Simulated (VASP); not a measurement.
Wanted: the native input for a VASP 6.6.1 run.

```
Task                   : single point
Functional             : r2SCAN
Potentials or basis    : VASP PAW PBE potentials, release 64 (B, Mg)
Cutoff                 : 660 eV
k mesh                 : 11 × 11 × 11
Occupations            : fermi-dirac, width 0.05 eV
Spin                   : no spin polarisation
Dipole correction      : no
Further INCAR settings : ALGO = Normal; EDIFF = 1e-06; NBANDS = 10
```

Crystal: MgB (CsCl type).

```
B Mg
1.0
     2.89310    0.00000    0.00000
     0.00000    2.89310    0.00000
     0.00000    0.00000    2.89310
B Mg
1 1
Direct
  0.00000 0.00000 0.00000
  0.50000 0.50000 0.50000
```

These files were run (other wordings do the same):

POSCAR

```
MgB
1.0
    2.8930974391      0.0000000000      0.0000000000
    0.0000000000      2.8930974391      0.0000000000
    0.0000000000      0.0000000000      2.8930974391
B Mg
1 1
Direct
    0.0000000000      0.0000000000      0.0000000000
    0.5000000000      0.5000000000      0.5000000000
```

INCAR.step1

```
PREC     = Accurate       # precision mode
ENCUT    = 660            # plane-wave cutoff, eV
ISMEAR   = -1             # smearing method
SIGMA    = 0.05           # smearing width, eV
LREAL    = F              # projectors in reciprocal space
LASPH    = T              # aspherical terms in the spheres
NELM     = 120            # most SCF steps
NBANDS   = 10             # bands
GGA      = PE             # functional
ALGO     = Normal         # electronic algorithm
EDIFF    = 1E-5           # SCF threshold, eV
LWAVE    = T              # write WAVECAR
LCHARG   = F              # write CHGCAR
GGA_COMPAT= F
```

INCAR.step2

```
PREC     = Accurate       # precision mode
ENCUT    = 660            # plane-wave cutoff, eV
EDIFF    = 1E-6           # SCF threshold, eV
ISMEAR   = -1             # smearing method
SIGMA    = 0.05           # smearing width, eV
LREAL    = F              # projectors in reciprocal space
LASPH    = T              # aspherical terms in the spheres
NELM     = 120            # most SCF steps
ALGO     = Normal         # electronic algorithm
ISIF     = 2              # what is computed and relaxed
LWAVE    = F              # write WAVECAR
LCHARG   = F              # write CHGCAR
METAGGA  = R2SCAN         # meta-GGA
LMIXTAU  = T            
NBANDS   = 10             # bands
ISTART   = 1            
GGA_COMPAT= F
```

KPOINTS

```
Automatic mesh
0
Gamma
  11 11 11
```

Potentials or basis: VASP PAW PBE potentials, release 64 (B, Mg).

The run is started by

```console
$ cat potpaw_PBE.64/B/POTCAR potpaw_PBE.64/Mg/POTCAR > POTCAR
$ cp INCAR.step1 INCAR
$ mpirun -np 1 vasp_std > vasp.out
$ cp INCAR.step2 INCAR
$ mpirun -np 1 vasp_std > vasp.out
```

It gave:

```
Pressure : -1.4 GPa
```

Caveat: the PAW data sets were made with another functional, which shifts forces and pressure a little.

It took 17 s on 1 thread of Intel Xeon 6975P-C, with other jobs on the host, peak memory 0.16 GiB.
